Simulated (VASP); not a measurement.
# Si (a cell with a defect) in VASP: further runs, part 2 of 2

VASP 6.6.1.

## 3. Single point, PBE

INCAR reads:

```
SYSTEM = Si
ALGO = Normal
EDIFF = 1E-7
ENCUT = 520
GGA = PE
ISIF = 2
ISMEAR = -1
LASPH = .True.
LCHARG = .False.
LREAL = Auto
LWAVE = .False.
NBANDS = 48
NELM = 80
PREC = Accurate
SIGMA = 0.05
```

KPOINTS reads:

```
k-points
0
Gamma
  2 2 2
  0 0 0
```

POSCAR reads:

```
Si
1.0
    0.0000000000      5.4300000000      5.4300000000
    5.4300000000      0.0000000000      5.4300000000
    5.4300000000      5.4300000000      0.0000000000
Si
17
Direct
    0.0112978821     -0.0017654696     -0.0079881215
    0.1267694291      0.1138093923      0.1330666667
    0.0098893186     -0.0240988950      0.5047720074
    0.1492591160      0.1150953959      0.6202946593
   -0.0159938306      0.4833546041      0.0490693370
    0.1267679558      0.6261329650      0.1330707182
    0.0098892265      0.5092045120      0.5047752302
    0.1094411602      0.6087564457      0.6728054328
    0.4988713628     -0.0017673112     -0.0079837017
    0.6417800184      0.1411277164      0.0757255064
    0.5163577348      0.0156805709      0.4520430018
    0.6157802026      0.1150820442      0.6203008287
    0.4988706262      0.5106361878     -0.0079593923
    0.6144713628      0.6261297422      0.1330500000
    0.4765551565      0.5092302947      0.5047516575
    0.6157510129      0.6486136280      0.6203274401
    0.8127635359      0.3121187845      0.5627762431
```

Potentials or basis: VASP PAW PBE potentials, release 64 (Si).

Run with:

```bash
$ cat potpaw_PBE.64/Si/POTCAR > POTCAR
$ mpirun -np 1 vasp_std > vasp.out
```

OUTCAR:

```text
SYSTEM = Si
   EDIFF = 1E-7
   ENCUT = 520
   GGA = PE
   ISIF = 2
   ISMEAR = -1
   LASPH = .True.
   LREAL = Auto
   NELM = 80
   PREC = Accurate

 ion  position               nearest neighbor table
   1  0.011  0.998  0.992-  10 2.33   4 2.33   2 2.34   6 2.34
   2  0.127  0.114  0.133-   5 2.33   3 2.33   1 2.34   9 2.34
   3  0.010  0.976  0.505-   8 2.32   2 2.33  17 2.39   4 2.47  12 2.47
   4  0.149  0.115  0.620-  11 2.32   1 2.33  17 2.39   3 2.47   7 2.47
   5  0.984  0.483  0.049-  14 2.33   6 2.33   2 2.33   8 2.36
   6  0.127  0.626  0.133-   5 2.33   7 2.33  13 2.34   1 2.34
   7  0.010  0.509  0.505-   8 2.32   6 2.33  17 2.39   4 2.47  16 2.47
   8  0.109  0.609  0.673-  15 2.32   7 2.32   3 2.32   5 2.36
   9  0.499  0.998  0.992-  10 2.33  12 2.33   2 2.34  14 2.34
  10  0.642  0.141  0.076-  13 2.33   9 2.33   1 2.33  11 2.36
  11  0.516  0.016  0.452-  16 2.32  12 2.32   4 2.32  10 2.36
  12  0.616  0.115  0.620-  11 2.32   9 2.33  17 2.39   3 2.47  15 2.47
  13  0.499  0.511  0.992-  10 2.33  16 2.33  14 2.34   6 2.34
  14  0.614  0.626  0.133-   5 2.33  15 2.33  13 2.34   9 2.34
  15  0.477  0.509  0.505-   8 2.32  14 2.33  17 2.39  12 2.47  16 2.47
  16  0.616  0.649  0.620-  11 2.32  13 2.33  17 2.39   7 2.47  15 2.47
[... 210 lines left out ...]
      4      -3.6344      2.00000
      5      -3.4052      2.00000
      6      -2.5452      2.00000
[... 381 lines left out ...]
     45      10.4061      0.00000
     46      10.4713      0.00000
 [bands above 46 left out]

------------------------ aborting loop because EDIFF is reached ----------------------------------------

  FORCE on cell =-STRESS in cart. coord.  units (eV):
  Direction    XX          YY          ZZ          XY          YZ          ZX
  --------------------------------------------------------------------------------------
  -------------------------------------------------------------------------------------
  Total        9.9138922      9.9121838      9.9134006     -0.9302443      0.9292002      0.9307210
  in kB       49.6049812     49.5964332     49.6025216     -4.6545542      4.6493302      4.6569396
  external PRESSURE =      49.6013120 kB  Pullay stress =       0.0000000 kB

 VOLUME and BASIS-vectors are now :
 -----------------------------------------------------------------------------
  energy-cutoff  :      520.00
  volume of cell :      320.21
      direct lattice vectors                 reciprocal lattice vectors
     0.000000000  5.430000000  5.430000000    -0.092081031  0.092081031  0.092081031
     5.430000000  0.000000000  5.430000000     0.092081031 -0.092081031  0.092081031
     5.430000000  5.430000000  0.000000000     0.092081031  0.092081031 -0.092081031

 POSITION                                       TOTAL-FORCE (eV/Angst)
 -----------------------------------------------------------------------------------
     10.80704      5.44797      5.48176         0.002937      0.012347     -0.002634
      1.34054      1.41091      1.30634        -0.010919     -0.001809      0.003019
      8.04006      2.79461      5.35284         0.005743     -0.002176      0.001453
      3.99317      4.17868      1.43544         0.000616     -0.006692     -0.000270
      2.89106      5.60960      7.96777         0.017523      0.018032     -0.018066
      4.12248      1.41092      4.08825        -0.003332     -0.001463      0.011302
[... 9 lines left out ...]
      6.89035      6.71191      6.86550        -0.009762      0.000929     -0.001403
      4.75068      7.46918      6.10811         0.001807     -0.000553     -0.001181
 -----------------------------------------------------------------------------------
    total drift:                               -0.000648     -0.005950      0.001557

  FREE ENERGIE OF THE ION-ELECTRON SYSTEM (eV)
  ---------------------------------------------------
  free  energy   TOTEN  =       -87.6966775741 eV

  energy  without entropy=      -87.6689818547  energy(sigma->0) =      -87.68282971
```

It took 3.6 min on 1 thread of Intel Xeon Platinum 8488C (Sapphire Rapids), shared host; peak memory 0.47 GiB.

What came out:

```yaml
Free_energy: -87.6967 eV
Pressure: 5.0 GPa
Largest_force: 0.044 eV/Å
Band_gap_on_the_k_mesh: zero (band 34 reaches 6.76 eV, above the bottom of band 35 at 6.75 eV)
```

Forces in eV/Å, atoms in the order of the input:
```
Si   0.003  0.012 -0.003
Si  -0.011 -0.002  0.003
Si   0.006 -0.002  0.001
Si   0.001 -0.007  0.000
Si   0.018  0.018 -0.018
Si  -0.003 -0.001  0.011
Si  -0.002 -0.002 -0.007
Si   0.026  0.025 -0.025
Si   0.003  0.002 -0.013
Si  -0.018 -0.020  0.019
Si  -0.023 -0.024  0.023
Si   0.001  0.000  0.008
Si   0.013  0.002 -0.002
Si  -0.003 -0.011  0.002
Si  -0.002  0.009  0.003
Si  -0.010  0.001 -0.001
Si   0.002 -0.001 -0.001
```

Stress tensor (GPa, compression positive):
```
 4.96 -0.47  0.47
-0.47  4.96  0.46
 0.47  0.46  4.96
```

Caveat: the k points lie up to 0.50 Å⁻¹ apart.

## 4. Single point, PBE

INCAR reads:

```
SYSTEM = Si
PREC = Accurate ; ENCUT = 520
EDIFF = 1E-7 ; ISMEAR = -1
SIGMA = 0.05 ; LREAL = Auto
LASPH = .True. ; NELM = 100
ALGO = Normal ; ISIF = 2
LWAVE = .False. ; LCHARG = .False.
GGA = PE ; NBANDS = 48
```

KPOINTS reads:

```
Automatic mesh
0
Gamma
  2 2 2
  0 0 0
```

POSCAR reads:

```
Si
1.0
    0.0000000000      5.4300000000      5.4300000000
    5.4300000000      0.0000000000      5.4300000000
    5.4300000000      5.4300000000      0.0000000000
Si
17
Direct
    0.0111773481     -0.0018898711     -0.0076801105
    0.1269998158      0.1138731123      0.1327158379
    0.0099091160     -0.0240144567      0.5045129834
    0.1490139042      0.1151279006      0.6205356354
   -0.0158789134      0.4833205341      0.0489789134
    0.1270007366      0.6261410681      0.1327235727
    0.0098814917      0.5093755985      0.5045371087
    0.1092934622      0.6088724678      0.6728087477
    0.4989473297     -0.0019027624     -0.0076762431
    0.6417201657      0.1409186924      0.0761715470
    0.5160959484      0.0157023941      0.4523173112
    0.6157031308      0.1151928177      0.6204863720
    0.4989322284      0.5103475138     -0.0076441989
    0.6147079190      0.6261755064      0.1326703499
    0.4765761510      0.5093280847      0.5045790976
    0.6157211786      0.6483966851      0.6204782689
    0.8127203499      0.3123752302      0.5623820442
```

Run with:

```bash
$ cat potpaw_PBE.64/Si/POTCAR > POTCAR
$ mpirun -np 1 vasp_std > vasp.out
```

Wall time 7.5 min (1 thread of Intel Xeon Platinum 8488C (Sapphire Rapids), shared host); peak memory 0.46 GiB.

It converged, with:

```yaml
Free_energy: -87.6964 eV
Pressure: 5.0 GPa
Largest_force: 0.033 eV/Å
Band_gap_on_the_k_mesh: zero (band 34 reaches 6.76 eV, above the bottom of band 35 at 6.75 eV)
```

Forces in eV/Å, atoms in the order of the input:
```
Si  -0.007  0.001  0.009
Si   0.001  0.007 -0.009
Si   0.014  0.000  0.004
Si   0.002 -0.019 -0.004
Si   0.018  0.017 -0.017
Si   0.009  0.008 -0.003
Si  -0.003  0.003 -0.009
Si   0.012  0.022 -0.015
Si  -0.009 -0.012  0.003
Si  -0.017 -0.020  0.019
Si  -0.019 -0.006  0.017
Si  -0.005  0.000  0.003
Si  -0.004 -0.013  0.011
Si   0.013  0.007 -0.013
Si   0.000 -0.006 -0.002
Si   0.003 -0.001  0.004
Si  -0.009  0.014  0.003
```

Stress tensor (GPa, compression positive):
```
 4.97 -0.48  0.48
-0.48  4.97  0.48
 0.48  0.48  4.97
```

Levels at points of the mesh, in eV from the Fermi level:
```
           k point  band 31  band 32  band 33  band 34  band 35  band 36  band 37  band 38
(0.00, 0.00, 0.00)    -1.43    -0.64    -0.64    -0.47     0.03     0.03     0.30     0.30
(0.50, 0.00, 0.00)    -1.35    -1.33    -0.82    -0.28     0.32     0.67     0.99     1.15
(0.00, 0.50, 0.00)    -1.35    -1.33    -0.82    -0.28     0.32     0.67     0.99     1.15
(0.00, 0.00, 0.50)    -1.39    -1.24    -1.24     0.04     0.51     0.51     1.23     1.23
(0.50, 0.50, 0.50)    -1.35    -1.33    -0.82    -0.28     0.32     0.67     0.99     1.15
(0.50, 0.50, 0.00)    -1.85    -1.69    -0.36    -0.24     0.58     1.45     1.54     1.67
(0.00, 0.50, 0.50)    -1.85    -1.69    -0.36    -0.24     0.58     1.45     1.54     1.67
(0.50, 0.00, 0.50)    -1.85    -1.69    -0.36    -0.24     0.58     1.45     1.54     1.67
```

Caveat: the k points lie up to 0.50 Å⁻¹ apart.

## 5. Single point, PBE

INCAR reads:

```
SYSTEM = Si
PREC = Accurate ; ENCUT = 520
EDIFF = 1E-6 ; ISMEAR = -1
SIGMA = 0.05 ; LREAL = Auto
LASPH = .True. ; NELM = 60
ALGO = Normal ; ISIF = 2
LWAVE = .False. ; LCHARG = .False.
GGA = PE ; NBANDS = 48
```

KPOINTS is that of step 4.

POSCAR reads:

```
Si
1.0
    0.0000000000      5.4300000000      5.4300000000
    5.4300000000      0.0000000000      5.4300000000
    5.4300000000      5.4300000000      0.0000000000
Si
17
Direct
    0.0127138122     -0.0016760589     -0.0095852670
    0.1273197053      0.1120095764      0.1337679558
    0.0107604052     -0.0266788214      0.5055872928
    0.1494341621      0.1159487109      0.6184372928
   -0.0188203499      0.4805249540      0.0575435543
    0.1273199816      0.6266792818      0.1337634438
    0.0107589319      0.5101016575      0.5055830571
    0.1072271639      0.6065492634      0.6794395028
    0.4989647330     -0.0016743094     -0.0095816759
    0.6433045120      0.1426500000      0.0711632597
    0.5176352670      0.0169671271      0.4481964088
    0.6166109576      0.1159500000      0.6184396869
    0.4989653775      0.5120581952     -0.0095732965
    0.6126671271      0.6266802026      0.1337487109
    0.4739992634      0.5101014733      0.5055699816
    0.6166084715      0.6487655617      0.6184473297
    0.8130518416      0.3123837017      0.5619501842
```

Run with:

```bash
$ cat potpaw_PBE.64/Si/POTCAR > POTCAR
$ mpirun -np 1 vasp_std > vasp.out
```

Wall time 6.7 min (1 thread of Intel Xeon Platinum 8488C (Sapphire Rapids), shared host); peak memory 0.46 GiB.

The run converged. Its results:

```yaml
Free_energy: -87.6979 eV
Pressure: 4.8 GPa
Largest_force: 0.052 eV/Å
```

Forces on the atoms (eV/Å):
```
Si   0.001 -0.010 -0.001
Si  -0.013  0.012 -0.012
Si   0.038 -0.001  0.001
Si  -0.019  0.034  0.020
Si  -0.012 -0.011  0.012
Si   0.012  0.012  0.014
Si  -0.001 -0.001 -0.038
Si   0.000  0.000  0.000
Si   0.001  0.001  0.010
Si   0.000  0.000 -0.001
Si   0.008  0.008 -0.008
Si  -0.020 -0.020 -0.034
Si  -0.010  0.000  0.000
Si   0.012 -0.013 -0.012
Si   0.000  0.039  0.000
Si   0.034 -0.020  0.019
Si  -0.030 -0.030  0.030
```

Stress tensor (GPa, compression positive):
```
 4.76 -0.46  0.46
-0.46  4.76  0.46
 0.46  0.46  4.76
```

Levels at points of the mesh, in eV from the Fermi level:
```
           k point  band 30  band 31  band 32  band 33  band 34  band 35  band 36  band 37  band 38  band 39
(0.00, 0.00, 0.00)    -1.41    -1.33    -0.63    -0.63    -0.44     0.04     0.04     0.34     0.34     0.88
(0.50, 0.00, 0.00)    -1.37    -1.33    -1.30    -0.79    -0.27     0.34     0.69     1.01     1.18     1.41
(0.00, 0.50, 0.00)    -1.37    -1.33    -1.30    -0.79    -0.27     0.34     0.69     1.01     1.18     1.41
(0.00, 0.00, 0.50)    -1.36    -1.35    -1.22    -1.22     0.01     0.51     0.51     1.28     1.28     1.31
(0.50, 0.50, 0.50)    -1.37    -1.33    -1.30    -0.79    -0.27     0.34     0.69     1.01     1.18     1.41
(0.50, 0.50, 0.00)    -1.83    -1.81    -1.66    -0.35    -0.22     0.58     1.49     1.55     1.69     2.07
(0.00, 0.50, 0.50)    -1.83    -1.81    -1.66    -0.35    -0.22     0.58     1.49     1.55     1.69     2.07
(0.50, 0.00, 0.50)    -1.83    -1.81    -1.66    -0.35    -0.22     0.58     1.49     1.55     1.69     2.07
```

Caveat: the k points lie up to 0.50 Å⁻¹ apart.
